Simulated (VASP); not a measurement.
Wanted: the native input for a VASP 6.6.1 run.

| Item | Value |
| --- | --- |
| Task | single point |
| Functional | PBE |
| Potentials or basis | VASP PAW PBE potentials, release 64 (Tc_sv) |
| Cutoff | 560 eV |
| k mesh | 11 × 11 × 3 |
| Occupations | fermi-dirac, width 0.05 eV |
| Spin | no spin polarisation |
| Dipole correction | no |
| Further INCAR settings | ALGO = Normal; EDIFF = 1e-06; NBANDS = 38 |

The structure of Tc lies in POSCAR:

```
Tc
1.0
    2.6942803859      0.0000000000      0.0000000000
   -1.3471401929      2.3333152591      0.0000000000
    0.0000000000      0.0000000000      8.6715590117
Tc
4
Direct
    0.6666666667      0.3333333333      0.7500000000
    0.0000000000      0.0000000000      0.5000000000
    0.3333333333      0.6666666667      0.2500000000
    0.0000000000      0.0000000000      0.0000000000
```

These files were run (other wordings do the same):

INCAR

```
SYSTEM = Tc
ALGO     = Normal         ! electronic algorithm
EDIFF    = 1E-6           ! SCF threshold, eV
ENCUT    = 560            ! plane-wave cutoff, eV
GGA      = PE             ! functional
GGA_COMPAT= .FALSE.      
ISIF     = 2              ! what is computed and relaxed
ISMEAR   = -1             ! smearing method
LASPH    = .TRUE.         ! aspherical terms in the spheres
LCHARG   = .TRUE.         ! write CHGCAR
LELF     = .TRUE.         ! ELF
LREAL    = .FALSE.        ! projectors in reciprocal space
LVHAR    = .TRUE.       
LWAVE    = .FALSE.        ! write WAVECAR
NBANDS   = 38             ! bands
NELM     = 120            ! most SCF steps
PREC     = Accurate       ! precision mode
SIGMA    = 0.05           ! smearing width, eV
```

KPOINTS

```
k-points
0
G
  11 11 3
  0 0 0
```

Potentials or basis: VASP PAW PBE potentials, release 64 (Tc_sv).

Launch:

```sh
$ cat potpaw_PBE.64/Tc_sv/POTCAR > POTCAR
$ mpirun -np 1 vasp_std > vasp.out
```

It gave:

```
Pressure               : 18.9 GPa
Band gap on the k mesh : zero (bands 30 and 31 overlap by 3.19 eV)
```

Caveat: the cell stands under pressure.

Run time: 52 s on 1 thread of Intel(R) Xeon(R) Platinum 8488C (Sapphire Rapids) (shared host), peak memory 0.21 GiB.
